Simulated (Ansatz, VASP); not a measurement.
# Two plane-wave programs on Sb

```
CELL_PARAMETERS angstrom
2.88811 0.00000 0.00000
0.00000 2.88811 0.00000
0.00000 0.00000 2.88811
ATOMIC_POSITIONS crystal
Sb 0.00000 0.00000 0.00000
```

Change from the starting cell: volume scaled by 0.8, norm-conserving files.

Alike in both runs: task single point; functional PBE; k mesh 12 × 12 × 12; occupations fermi-dirac, width 0.05 eV; no spin polarisation.

|  | VASP | Ansatz |
| --- | --- | --- |
| version | VASP 6.6.1 | Ansatz 0.2.0 |
| potentials or method | VASP PAW PBE potentials, release 64 (Sb) | norm-conserving pseudopotentials, scalar-relativistic |
| plane-wave cutoff (eV) | 500 | 1088 |
| valence electrons in the cell | 5 | 15 |

```csv
,VASP,Ansatz,Ansatz less VASP
pressure (GPa),20.3,20.1,-0.21
```

VASP's potentials hold 5 valence electrons a cell and Ansatz's 15, so a difference there can come from the potentials and not from the codes.

Neither program's run includes spin-orbit coupling.
